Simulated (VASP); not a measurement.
# SrTiO3 (Pm-3m) in VASP: notebook

The runs below take SrTiO3 through single point, with PBE.

Program: VASP 6.6.1. These are calculated values, not measurements. Logs are shortened: lines on timing, memory, paths and dates and some standing lists are left out, and cuts for length are marked.

### Step 1. The cell of the first run

It takes space group Pm-3m (No. 221, cubic). Conventional cell: a = 3.856 Å, b = 3.856 Å, c = 3.856 Å, α = 90.00°, β = 90.00°, γ = 90.00°. Sr (site symmetry m-3m) has 12 O at 2.73 Å and 8 Ti at 3.34 Å within 3.6 Å. Ti (site symmetry m-3m) has 6 O at 1.93 Å within 2.6 Å. O (site symmetry 4/mmm) has 2 Ti at 1.93 Å within 2.6 Å.

### Step 2. Single point, PBE (volume scaled by 0.94)

Input file INCAR:

```
SYSTEM = SrTiO3
PREC = Accurate
ENCUT = 520
EDIFF = 1E-7
ISMEAR = 0
SIGMA = 0.02
LREAL = .False.
LASPH = .True.
NELM = 100
ALGO = Normal
ISIF = 2
LWAVE = .False.
LCHARG = .False.
GGA = PE
NBANDS = 28
```

Input file KPOINTS:

```
regular mesh
0
Gamma
  8 8 8
  0 0 0
```

Input file POSCAR:

```
SrTiO3
1.0
    3.8561282875      0.0000000000      0.0000000000
    0.0000000000      3.8561282875      0.0000000000
    0.0000000000      0.0000000000      3.8561282875
Sr Ti O
1 1 3
Direct
    0.0000000000      0.0000000000      0.0000000000
    0.5000000000      0.5000000000      0.5000000000
    0.0000000000      0.5000000000      0.5000000000
    0.5000000000      0.0000000000      0.5000000000
    0.5000000000      0.5000000000      0.0000000000
```

Potentials or basis: VASP PAW PBE potentials, release 64 (Sr_sv, Ti_sv, O).

On the command line:

```bash
cat potpaw_PBE.64/Sr_sv/POTCAR potpaw_PBE.64/Ti_sv/POTCAR potpaw_PBE.64/O/POTCAR > POTCAR
mpirun -np 1 vasp_std > vasp.out
```

OUTCAR:

```text
SYSTEM = SrTiO3
   PREC = Accurate
   ENCUT = 520
   EDIFF = 1E-7
   ISMEAR = 0
   LREAL = .False.
   LASPH = .True.
   NELM = 100
   ISIF = 2
   GGA = PE

 ion  position               nearest neighbor table
   1  0.000  0.000  0.000-   3 2.73   4 2.73   5 2.73   3 2.73   4 2.73   3 2.73   5 2.73   3 2.73
                             4 2.73   5 2.73   4 2.73   5 2.73   2 3.34   2 3.34   2 3.34   2 3.34
   2  0.500  0.500  0.500-   3 1.93   4 1.93   5 1.93   5 1.93   4 1.93   3 1.93   1 3.34   1 3.34
                             1 3.34   1 3.34   1 3.34   1 3.34   1 3.34   1 3.34
   3  0.000  0.500  0.500-   2 1.93   2 1.93   1 2.73   1 2.73   1 2.73   1 2.73
   4  0.500  0.000  0.500-   2 1.93   2 1.93   1 2.73   1 2.73   1 2.73   1 2.73
   5  0.500  0.500  0.000-   2 1.93   2 1.93   1 2.73   1 2.73   1 2.73   1 2.73

  LATTYP: Found a simple cubic cell.
 ALAT       =     3.8561282875

  Lattice vectors:

 A1 = (   3.8561282875,   0.0000000000,   0.0000000000)
 A2 = (   0.0000000000,   3.8561282875,   0.0000000000)
 A3 = (   0.0000000000,   0.0000000000,   3.8561282875)

Analysis of symmetry for initial positions (statically):
=====================================================================
 Subroutine PRICEL returns:
 Original cell was already a primitive cell.

 Routine SETGRP: Setting up the symmetry group for a
 simple cubic supercell.

 Subroutine GETGRP returns: Found 48 space group operations
 (whereof 48 operations were pure point group operations)
 out of a pool of 48 trial point group operations.

The static configuration has the point symmetry O_h .

Analysis of symmetry for dynamics (positions and initial velocities):
=====================================================================
 Subroutine PRICEL returns:
 Original cell was already a primitive cell.

 Routine SETGRP: Setting up the symmetry group for a
 simple cubic supercell.

 Subroutine GETGRP returns: Found 48 space group operations
 (whereof 48 operations were pure point group operations)
 out of a pool of 48 trial point group operations.

The dynamic configuration has the point symmetry O_h .

 Subroutine INISYM returns: Found 48 space group operations
 (whereof 48 operations are pure point group operations),
 and found     1 'primitive' translations

----------------------------------------------------------------------------------------

                                     Primitive cell

  volume of cell :      57.3396

  direct lattice vectors                    reciprocal lattice vectors
     3.856128287  0.000000000  0.000000000     0.259327472  0.000000000  0.000000000
     0.000000000  3.856128287  0.000000000     0.000000000  0.259327472  0.000000000
     0.000000000  0.000000000  3.856128287     0.000000000  0.000000000  0.259327472

  length of vectors
     3.856128287  3.856128287  3.856128287     0.259327472  0.259327472  0.259327472

  position of ions in fractional coordinates (direct lattice)
     0.000000000  0.000000000  0.000000000
     0.500000000  0.500000000  0.500000000
     0.000000000  0.500000000  0.500000000
     0.500000000  0.000000000  0.500000000
     0.500000000  0.500000000  0.000000000

  ion indices of the primitive-cell ions
   primitive index   ion index
                 1           1
                 2           2
                 3           3
                 4           4
                 5           5

----------------------------------------------------------------------------------------

 KPOINTS: regular mesh

Automatic generation of k-mesh.
 Grid dimensions read from file:
 generate k-points for:    8    8    8

 Generating k-lattice:

  Cartesian coordinates                     Fractional coordinates (reciprocal lattice)
     0.032415934  0.000000000  0.000000000     0.125000000  0.000000000  0.000000000
     0.000000000  0.032415934  0.000000000     0.000000000  0.125000000  0.000000000
     0.000000000  0.000000000  0.032415934     0.000000000  0.000000000  0.125000000

  Length of vectors
     0.032415934  0.032415934  0.032415934

  Shift w.r.t. Gamma in fractional coordinates (k-lattice)
     0.000000000  0.000000000  0.000000000

 Subroutine IBZKPT returns following result:
 ===========================================

 Found     35 irreducible k-points:

 Following reciprocal coordinates:
            Coordinates               Weight
  0.000000  0.000000  0.000000      1.000000
  0.125000  0.000000  0.000000      6.000000
  0.250000  0.000000  0.000000      6.000000
  0.375000  0.000000  0.000000      6.000000
  0.500000  0.000000  0.000000      3.000000
  0.125000  0.125000  0.000000     12.000000
[... 16 lines left out ...]
  0.375000  0.375000  0.125000     24.000000
  0.500000  0.375000  0.125000     24.000000
 [... further k-points ...]
   k-points           NKPTS =     35   k-points in BZ     NKDIM =     35   number of bands    NBANDS=     28
   number of dos      NEDOS =    301   number of ions     NIONS =      5
   total plane-waves  NPLWV =  27000
   dimension x,y,z NGX =    30 NGY =   30 NGZ =   30
   dimension x,y,z NGXF=    60 NGYF=   60 NGZF=   60
   ions per type =               1   1   3
   NGX,Y,Z   is equivalent  to a cutoff of  12.93, 12.93, 12.93 a.u.
   NGXF,Y,Z  is equivalent  to a cutoff of  25.87, 25.87, 25.87 a.u.
 SYSTEM =  SrTiO3
   PREC   = accura    normal or accurate (medium, high low for compatibility)
   ISTART =      0    job   : 0-new  1-cont  2-samecut
   ICHARG =      2    charge: 1-file 2-atom 10-const
   ISPIN  =      1    spin polarized calculation?
   LNONCOLLINEAR =      F non collinear calculations
   LSORBIT =      F    spin-orbit coupling
   LASPH  =      T    aspherical Exc in radial PAW
   ENCUT  =  520.0 eV  38.22 Ry    6.18 a.u.   7.17  7.17  7.17*2*pi/ulx,y,z
   NELM   =    100;   NELMIN=  2; NELMDL= -5     # of ELM steps
   EDIFF  = 0.1E-06   stopping-criterion for ELM
   LREAL  =      F    real-space projection
   EDIFFG = 0.1E-05   stopping-criterion for IOM
   NSW    =      0    number of steps for IOM
   IBRION =     -1    ionic relax: 0-MD 1-quasi-New 2-CG
   NFREE  =      0    steps in history (QN), initial steepest desc. (CG)
   ISIF   =      2    stress and relaxation
   ISYM   =      2    0-nonsym 1-usesym 2-fastsym
   POTIM  = 0.5000    time-step for ionic-motion
   TEBEG  =    0.0;   TEEND  =   0.0 temperature during run
   PSTRESS=    0.0 pullay stress
   NELECT =      40.0000    total number of electrons
   NUPDOWN=      -1.0000    fix difference up-down
   EMIN   =  10.00;   EMAX   =-10.00  energy-range for DOS
   EFERMI =   0.00;   METHOD = LEGACY
   ISMEAR =     0;   SIGMA  =   0.02  broadening in eV -4-tet -1-fermi 0-gaus
   EFERMI_NEDOS =   21; number of points for ismear=-14 and -15
   IALGO  =     38    algorithm
   IMIX   =      4    mixing-type and parameters
     AMIX     =   0.40;   BMIX     =  1.00
     AMIX_MAG =   1.60;   BMIX_MAG =  1.00
  volume/ion in A,a.u.               =      11.47        77.39
  Fermi-wavevector in a.u.,A,eV,Ry     =   1.451922  2.743735 28.682145  2.108078
  Thomas-Fermi vector in A             =   2.569364
   LORBIT       =      0    0 simple, 1 ext, 2 COOP (PROOUT), +10 PAW based schemes
   GGA     = PE    functional components
   LHFCALC =     F    Hartree Fock is set to
   AEXX    =    0.0000 exact exchange contribution
   IVDW    =     0    specifies the selected vdW correction
   LEPSILON=     F    determine dielectric tensor
   LRPA    =     F    only Hartree local field effects (RPA)
 non-spin polarized calculation
 Gauss-broadening in eV      SIGMA  =   0.02
  energy-cutoff  :      520.00
  volume of cell :       57.34
 maximum number of plane-waves:      1568
 NGX is ok and might be reduce to    30
   NGX = 15   NGY = 15   NGZ = 15

 number of electron      40.0000028 magnetization

 Free energy of the ion-electron system (eV)
  ---------------------------------------------------
  ext. energy  EPLUGINS =         0.00000000
  ---------------------------------------------------
  free energy    TOTEN  =       -39.95317036 eV

  energy without entropy =      -39.95317036  energy(sigma->0) =      -39.95317036

 E-fermi :   4.7666     XC(G=0): -11.4719

 val. band max:        4.4806470408   @ k =   0.5000   0.5000   0.5000
 cond. band min:       6.4055249823   @ k =   0.0000   0.0000   0.0000
 fundamental gap:      1.9248779414
 Fermi energy:         4.7666491574

 k-point     1 :       0.0000    0.0000    0.0000
  band No.  band energies     occupation
      1     -51.8262      2.00000
      2     -28.1961      2.00000
      3     -28.0987      2.00000
      4     -28.0987      2.00000
      5     -28.0987      2.00000
      6     -13.0862      2.00000
[... 20 lines left out ...]
     27       9.9269      0.00000
     28      11.0373      0.00000

 k-point     2 :       0.1250    0.0000    0.0000
  band No.  band energies     occupation
      1     -51.8259      2.00000
      2     -28.2169      2.00000
      3     -28.0982      2.00000
      4     -28.0982      2.00000
      5     -28.0862      2.00000
      6     -13.0941      2.00000
[... 20 lines left out ...]
     27      10.2150      0.00000
     28      11.4150      0.00000

 k-point     3 :       0.2500    0.0000    0.0000
  band No.  band energies     occupation
      1     -51.8252      2.00000
      2     -28.2583      2.00000
      3     -28.0969      2.00000
      4     -28.0969      2.00000
      5     -28.0647      2.00000
      6     -13.1691      2.00000
[... 20 lines left out ...]
     27      10.9161      0.00000
     28      12.4378      0.00000

 k-point     4 :       0.3750    0.0000    0.0000
  band No.  band energies     occupation
      1     -51.8245      2.00000
      2     -28.2947      2.00000
      3     -28.0956      2.00000
      4     -28.0956      2.00000
      5     -28.0479      2.00000
      6     -13.2874      2.00000
[... 20 lines left out ...]
     27      11.7263      0.00000
     28      12.6820      0.00000

 k-point     5 :       0.5000    0.0000    0.0000
  band No.  band energies     occupation
      1     -51.8242      2.00000
      2     -28.3090      2.00000
      3     -28.0951      2.00000
      4     -28.0951      2.00000
      5     -28.0416      2.00000
      6     -13.3413      2.00000
[... 20 lines left out ...]
     27      12.0956      0.00000
     28      12.6213      0.00000

 k-point     6 :       0.1250    0.1250    0.0000
  band No.  band energies     occupation
      1     -51.8256      2.00000
      2     -28.2267      2.00000
      3     -28.1109      2.00000
      4     -28.0976      2.00000
      5     -28.0717      2.00000
      6     -13.0822      2.00000
[... 463 lines left out ...]
      5     -28.0695      2.00000
      6     -12.8955      2.00000
[... 20 lines left out ...]
     27      12.5881      0.00000
     28      12.9760      0.00000

 k-point    22 :       0.5000    0.2500    0.1250
  band No.  band energies     occupation
      1     -51.8230      2.00000
      2     -28.2559      2.00000
      3     -28.1381      2.00000
      4     -28.1062      2.00000
      5     -28.0787      2.00000
      6     -12.9001      2.00000
[... 20 lines left out ...]
     27      12.8050      0.00000
     28      13.1113      0.00000

 k-point    23 :       0.3750    0.3750    0.1250
  band No.  band energies     occupation
      1     -51.8226      2.00000
      2     -28.2214      2.00000
      3     -28.1690      2.00000
      4     -28.1078      2.00000
      5     -28.0930      2.00000
      6     -12.6594      2.00000
[... 20 lines left out ...]
     27      12.8890      0.00000
     28      13.3263      0.00000

 k-point    24 :       0.5000    0.3750    0.1250
  band No.  band energies     occupation
      1     -51.8223      2.00000
      2     -28.2138      2.00000
      3     -28.1686      2.00000
      4     -28.1122      2.00000
      5     -28.1049      2.00000
      6     -12.5669      2.00000
[... 20 lines left out ...]
     27      13.0015      0.00000
     28      13.4440      0.00000

 [... further k-points ...]

------------------------ aborting loop because EDIFF is reached ----------------------------------------

  FORCE on cell =-STRESS in cart. coord.  units (eV):
  Direction    XX          YY          ZZ          XY          YZ          ZX
  --------------------------------------------------------------------------------------
  -------------------------------------------------------------------------------------
  Total        4.5764533      4.5764533      4.5764533     -0.0000000      0.0000000     -0.0000000
  in kB      127.8748668    127.8748668    127.8748668     -0.0000000      0.0000000     -0.0000000
  external PRESSURE =     127.8748668 kB  Pullay stress =       0.0000000 kB

 VOLUME and BASIS-vectors are now :
 -----------------------------------------------------------------------------
  energy-cutoff  :      520.00
  volume of cell :       57.34
      direct lattice vectors                 reciprocal lattice vectors
     3.856128287  0.000000000  0.000000000     0.259327472  0.000000000  0.000000000
     0.000000000  3.856128287  0.000000000     0.000000000  0.259327472  0.000000000
     0.000000000  0.000000000  3.856128287     0.000000000  0.000000000  0.259327472

 POSITION                                       TOTAL-FORCE (eV/Angst)
 -----------------------------------------------------------------------------------
      0.00000      0.00000      0.00000         0.000000      0.000000      0.000000
      1.92806      1.92806      1.92806         0.000000      0.000000      0.000000
      0.00000      1.92806      1.92806         0.000000      0.000000      0.000000
      1.92806      0.00000      1.92806         0.000000      0.000000      0.000000
      1.92806      1.92806      0.00000         0.000000      0.000000      0.000000
 -----------------------------------------------------------------------------------
    total drift:                                0.000000      0.000000     -0.000000

  FREE ENERGIE OF THE ION-ELECTRON SYSTEM (eV)
  ---------------------------------------------------
  free  energy   TOTEN  =       -39.9531703649 eV

  energy  without entropy=      -39.9531703649  energy(sigma->0) =      -39.95317036
```

Run time: 69 s. Hardware: 1 thread of Intel Xeon Platinum 8488C (Sapphire Rapids), shared host; peak memory 0.2 GiB.

What came out:

```
Free energy            : -39.9532 eV
Pressure               : 12.8 GPa
Band gap on the k mesh : 1.92 eV, indirect (least direct gap 2.26 eV)
```

 A k mesh can miss the band edges.

(Part 1 of 2 ends here.)
